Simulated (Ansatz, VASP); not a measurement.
Two plane-wave programs on Na

File INCAR:

```
SYSTEM = Na
PREC = Accurate
ENCUT = 600
EDIFF = 1E-6
ISMEAR = -1
SIGMA = 0.05
LREAL = .FALSE.
LASPH = .TRUE.
NELM = 80
ALGO = Fast
ISIF = 3
LWAVE = .FALSE.
LCHARG = .FALSE.
GGA = PE
IVDW = 13
IBRION = 2
NSW = 60
EDIFFG = -0.01
```

Contents of KPOINTS:

```
Automatic mesh
0
G
  9 9 9
  0 0 0
```

Contents of POSCAR:

```
Na
1.0
   -2.1410000000      2.1410000000      2.1410000000
    2.1410000000     -2.1410000000      2.1410000000
    2.1410000000      2.1410000000     -2.1410000000
Na
1
Direct
    0.0000000000      0.0000000000      0.0000000000
```

input.yaml

```yaml
crystal:
  lattice:
    - [-2.141, 2.141, 2.141]
    - [2.141, -2.141, 2.141]
    - [2.141, 2.141, -2.141]
  atoms:
    - { symbol: Na, position: [0.0, 0.0, 0.0] }
hamiltonian:
  xc: pbe
  pseudopotentials: { kind: paw }
  dispersion: d4
kpoints:
  mp_grid: { grid: [9, 9, 9] }
scf:
  occupations: { method: fermi_dirac, width: 0.05 }
output:
  forces: true
  stress: true
  eigenvalues: true
  write_density: true
  write_potential: true
  elf: true
  volumetric_format: npy
relax:
  f_tol: 0.01
  max_steps: 40
  cell: { stress_tol: 0.05 }
```

Alike in both runs: task relaxation of cell and atoms; functional PBE; dispersion D4; k mesh 9 × 9 × 9; occupations fermi-dirac, width 0.05 eV; no spin polarisation.

|  | VASP | Ansatz |
| --- | --- | --- |
| version | VASP 6.6.1 | Ansatz 0.2.0 |
| potentials or method | VASP PAW PBE potentials, release 64 (Na_pv) | Ansatz PAW |
| plane-wave cutoff (eV) | 600 | 420 |
| valence electrons in the cell | 7 | 9 |

VASP gave:

```
gap on the k mesh at the Fermi level, each at its own relaxed structure (eV) : none
relaxed volume (Å³/atom)                                                     : 36.57
relaxed cell length with the largest relative difference (Å)                 : 3.622
```

**Question.** What did Ansatz give for the same quantities?

**Answer.** gap on the k mesh at the Fermi level, each at its own relaxed structure (eV): none; relaxed volume (Å³/atom): 36.65; relaxed cell length with the largest relative difference (Å): 3.624.

A gap of «none» marks a metal or a gap that the smearing closes. VASP's potentials hold 7 valence electrons a cell and Ansatz's 9, so a difference there can come from the potentials and not from the codes.

Noted on Ansatz's run: the plane-wave basis is chosen anew once the cell has moved, so the energies of steps on either side of that aren't comparable.
